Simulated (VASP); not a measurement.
# Si (C2/m) in VASP: further runs, part 2 of 2

VASP 6.6.1.

**3. Electric field gradients, PBE (atom 1 (Si) moved by [0.2, 0.0, 0.0] A)**

INCAR reads:

```
SYSTEM = Si
PREC = Accurate
ENCUT = 520
EDIFF = 1E-8
ISMEAR = -1
SIGMA = 0.08
LREAL = .FALSE.
LASPH = .TRUE.
NELM = 100
ALGO = Normal
ISIF = 2
LWAVE = .FALSE.
LCHARG = .FALSE.
GGA = PE
LEFG = .TRUE.
ISYM = 0
NBANDS = 11
```

KPOINTS reads:

```
Automatic mesh
0
G
  16 16 11
  0 0 0
```

POSCAR reads:

```
Si
1.0
   -2.2510000000      2.3685000000      1.2750000000
    2.2510000000     -2.3685000000      1.2750000000
    2.2510000000      2.3685000000     -1.2750000000
Si
2
Direct
    0.8070000000      0.6014247001      0.2944247001
    0.1930000000      0.4430000000      0.7500000000
```

Potentials or basis: VASP PAW PBE potentials, release 64 (Si).

On the command line:

```sh
$ cat potpaw_PBE.64/Si/POTCAR > POTCAR
$ mpirun -np 1 vasp_std > vasp.out
```

OUTCAR:

```text
SYSTEM = Si
   PREC = Accurate
   ENCUT = 520
   EDIFF = 1E-8
   ISMEAR = -1
   LREAL = .FALSE.
   LASPH = .TRUE.
   NELM = 100
   ISIF = 2
   GGA = PE
   ISYM = 0

 ion  position               nearest neighbor table
   1  0.807  0.601  0.294-   2 2.27   2 2.39   2 2.39   2 2.58   2 2.64   2 2.91
   2  0.193  0.443  0.750-   1 2.27   1 2.39   1 2.39   1 2.58   1 2.64   1 2.91

IMPORTANT INFORMATION: All symmetrisations will be switched off!
NOSYMM: (Re-)initialisation of all symmetry stuff for point group C_1.

----------------------------------------------------------------------------------------

                                     Primitive cell

  volume of cell :      27.1906

  direct lattice vectors                    reciprocal lattice vectors
    -2.251000000  2.368500000  1.275000000     0.000000000  0.211104074  0.392156863
     2.251000000 -2.368500000  1.275000000     0.222123501  0.000000000  0.392156863
     2.251000000  2.368500000 -1.275000000     0.222123501  0.211104074  0.000000000

  length of vectors
     3.507480328  3.507480328  3.507480328     0.445367191  0.450694857  0.306437236

  position of ions in fractional coordinates (direct lattice)
     0.807000000  0.601424700  0.294424700
     0.193000000  0.443000000  0.750000000

  ion indices of the primitive-cell ions
   primitive index   ion index
                 1           1
                 2           2

----------------------------------------------------------------------------------------

 KPOINTS: Automatic mesh

Automatic generation of k-mesh.
 Grid dimensions read from file:
 generate k-points for:   16   16   11

[... 466 lines left out ...]
      3       7.9325      2.00000
      4      10.1614      1.99748
      5      12.5725      0.00000
      6      16.7521      0.00000
      7      18.4795      0.00000
      8      20.2527      0.00000
      9      20.8998      0.00000
     10      21.7548      0.00000
     11      23.4375      0.00000

 [... further k-points ...]

------------------------ aborting loop because EDIFF is reached ----------------------------------------

  FORCE on cell =-STRESS in cart. coord.  units (eV):
  Direction    XX          YY          ZZ          XY          YZ          ZX
  --------------------------------------------------------------------------------------
  -------------------------------------------------------------------------------------
  Total        3.7730786      2.5489968      3.0605223     -0.0261477     -0.0137641      0.7978336
  in kB      222.3245262    150.1968476    180.3379280     -1.5407266     -0.8110355     47.0114721
  external PRESSURE =     184.2864339 kB  Pullay stress =       0.0000000 kB

 VOLUME and BASIS-vectors are now :
 -----------------------------------------------------------------------------
  energy-cutoff  :      520.00
  volume of cell :       27.19
      direct lattice vectors                 reciprocal lattice vectors
    -2.251000000  2.368500000  1.275000000     0.000000000  0.211104074  0.392156863
     2.251000000 -2.368500000  1.275000000     0.222123501  0.000000000  0.392156863
     2.251000000  2.368500000 -1.275000000     0.222123501  0.211104074  0.000000000

 POSITION                                       TOTAL-FORCE (eV/Angst)
 -----------------------------------------------------------------------------------
      0.20000      1.18425      1.42035        -1.340094     -0.006241     -0.301913
      2.25100      1.18425     -0.14535         1.340094      0.006241      0.301913
 -----------------------------------------------------------------------------------
    total drift:                               -0.000000     -0.000000      0.000000

  FREE ENERGIE OF THE ION-ELECTRON SYSTEM (eV)
  ---------------------------------------------------
  free  energy   TOTEN  =        -9.9868574971 eV

  energy  without entropy=       -9.9721327319  energy(sigma->0) =       -9.97949511

 Electric field gradients (V/A^2)
---------------------------------------------------------------------
 ion       V_xx      V_yy      V_zz      V_xy      V_xz      V_yz
---------------------------------------------------------------------
   1       3.501   -20.464    16.963     0.093   -12.116     0.021
   2       3.501   -20.464    16.963     0.093   -12.116     0.021
---------------------------------------------------------------------

 Electric field gradients after diagonalization (V/A^2)
 (convention: |V_zz| > |V_xx| > |V_yy|)
----------------------------------------------------------------------
 ion       V_xx      V_yy      V_zz     asymmetry (V_yy - V_xx)/ V_zz
----------------------------------------------------------------------
   1     -20.464    -3.628    24.092       0.699
   2     -20.464    -3.628    24.092       0.699
----------------------------------------------------------------------

           NMR quadrupolar parameters

 Cq : quadrupolar parameter    Cq=e*Q*V_zz/h
 eta: asymmetry parameters     (V_yy - V_xx)/ V_zz
 Q  : nuclear electric quadrupole moment in mb (millibarn)
----------------------------------------------------------------------
 ion       Cq(MHz)       eta       Q (mb)
----------------------------------------------------------------------
   1       0.058       0.699       1.000
   2       0.058       0.699       1.000
----------------------------------------------------------------------
```

OSZICAR:

```text
N       E                     dE             d eps       ncg     rms          rms(c)
DAV:   1     0.630784125001E+01    0.63078E+01   -0.35229E+03 31060   0.618E+02
DAV:   2    -0.962779902793E+01   -0.15936E+02   -0.15344E+02 40418   0.877E+01
DAV:   3    -0.100430778379E+02   -0.41528E+00   -0.41154E+00 39972   0.114E+01
DAV:   4    -0.100446471367E+02   -0.15693E-02   -0.15691E-02 36998   0.871E-01
DAV:   5    -0.100446533255E+02   -0.61888E-05   -0.61882E-05 39003   0.493E-02    0.513E+00
DAV:   6    -0.100000256889E+02    0.44628E-01   -0.61195E-02 37374   0.104E+00    0.302E+00
DAV:   7    -0.998757872387E+01    0.12447E-01   -0.45422E-02 39460   0.996E-01    0.300E-01
DAV:   8    -0.998684887348E+01    0.72985E-03   -0.71833E-03 35536   0.471E-01    0.143E-01
DAV:   9    -0.998685761764E+01   -0.87442E-05   -0.22174E-04 36518   0.100E-01    0.103E-01
DAV:  10    -0.998685917472E+01   -0.15571E-05   -0.14782E-05 38780   0.243E-02    0.220E-02
DAV:  11    -0.998685774690E+01    0.14278E-05   -0.83031E-06 37698   0.129E-02    0.132E-02
DAV:  12    -0.998685759567E+01    0.15124E-06   -0.58016E-07 35851   0.426E-03    0.547E-03
DAV:  13    -0.998685754336E+01    0.52308E-07   -0.18826E-08 33767   0.892E-04    0.263E-03
DAV:  14    -0.998685749802E+01    0.45339E-07   -0.28649E-09 19635   0.317E-04    0.166E-04
DAV:  15    -0.998685749707E+01    0.94951E-09   -0.36006E-10 18708   0.123E-04
   1 F= -.99868575E+01 E0= -.99794951E+01  d E =-.147248E-01
```

Wall time 7.5 min (1 thread of Intel Xeon 6975P-C, shared host); peak memory 0.43 GiB.

Results:

| Item | Value |
| --- | --- |
| Free energy | -9.9869 eV |
| Pressure | 18.4 GPa |
| Largest force | 1.374 eV/Å |
| Band gap on the k mesh | zero (band 4 reaches 13.25 eV, above the bottom of band 5 at 6.17 eV) |

Forces in eV/Å, atoms in the order of the input:
```
Si  -1.340 -0.006 -0.302
Si   1.340  0.006  0.302
```

Stress tensor (GPa, compression positive):
```
22.23 -0.15  4.70
-0.15 15.02 -0.08
 4.70 -0.08 18.03
```

Levels at points of the mesh, in eV from the Fermi level:
| k point | band 1 | band 2 | band 3 | band 4 | band 5 | band 6 | band 7 | band 8 |
| --- | --- | --- | --- | --- | --- | --- | --- | --- |
| (0.00, 0.00, 0.00) | -14.88 | -3.03 | -2.44 | -1.70 | 0.90 | 7.87 | 9.27 | 9.58 |
| (0.50, 0.00, 0.00) | -8.06 | -7.71 | -2.05 | -1.47 | -1.08 | 0.16 | 4.88 | 5.24 |
| (0.00, 0.50, 0.00) | -7.88 | -7.56 | -2.82 | -2.25 | -1.35 | 1.13 | 5.09 | 6.33 |
| (0.50, 0.50, 0.00) | -12.01 | -10.99 | -0.32 | 0.48 | 2.97 | 3.01 | 8.05 | 9.19 |

Electric field gradients, principal values (V/Å²):
```tsv
atom	least	middle	greatest (by size)
1 Si	-3.628	-20.464	24.092
2 Si	-3.628	-20.464	24.092
```

Caveat: the cell differs from its parent crystal (atom 1 (Si) moved by [0.2, 0.0, 0.0] A); without QUAD_EFG the Cq values of the log hold for a quadrupole moment of 1 mb, not for the nuclei; forces of over 1 eV/Å act on the atoms, so gaps and moduli don't describe the material at rest.
